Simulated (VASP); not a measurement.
Set up this calculation in VASP 6.6.1, as the native input.

```
Task                   : single point
Functional             : LDA
Potentials or basis    : VASP PAW LDA potentials, release 64 (Ni)
Cutoff                 : 520 eV
k mesh                 : 16 × 16 × 16
Occupations            : fermi-dirac, width 0.1 eV
Spin                   : collinear spin, ferromagnetic start
Starting moments       : [0.19] μB
Fixed moment           : 0.19 μB
Dipole correction      : no
Further INCAR settings : ALGO = Normal; EDIFF = 1e-06; NBANDS = 15
```

The structure of Ni lies in POSCAR:

```
Ni
1.0
    0.0000000000      1.7619350000      1.7619350000
    1.7619350000      0.0000000000      1.7619350000
    1.7619350000      1.7619350000      0.0000000000
Ni
1
Direct
    0.0000000000      0.0000000000      0.0000000000
```

These files were run (other wordings do the same):

INCAR

```
PREC = Accurate
ENCUT = 520
EDIFF = 1E-6
ISMEAR = -1
SIGMA = 0.1
LREAL = False
LASPH = True
NELM = 150
ALGO = Normal
ISIF = 2
LWAVE = False
LCHARG = True
ISPIN = 2
MAGMOM = 0.19
LORBIT = 11
NUPDOWN = 0.19
LMAXMIX = 4
GGA = CA
LELF = True
LVHAR = True
NBANDS = 15
```

KPOINTS

```
regular mesh
0
Gamma
  16 16 16
```

Potentials or basis: VASP PAW LDA potentials, release 64 (Ni).

Command:

```sh
$ cat potpaw_LDA.64/Ni/POTCAR > POTCAR
$ mpirun -np 1 vasp_std > vasp.out
```

It gave:

```json
{"Pressure": "-18.0 GPa", "Net moment": "0.19 μB per cell", "Site moments": "Ni +0.19 μB", "Valence electrons inside the program's atomic spheres": "Ni 9.31"}
```

Caveat: the total moment is fixed, so each spin has its own Fermi level.

Wall time 110 s on 1 thread of AMD EPYC 7R13 (shared host), peak memory 0.12 GiB.
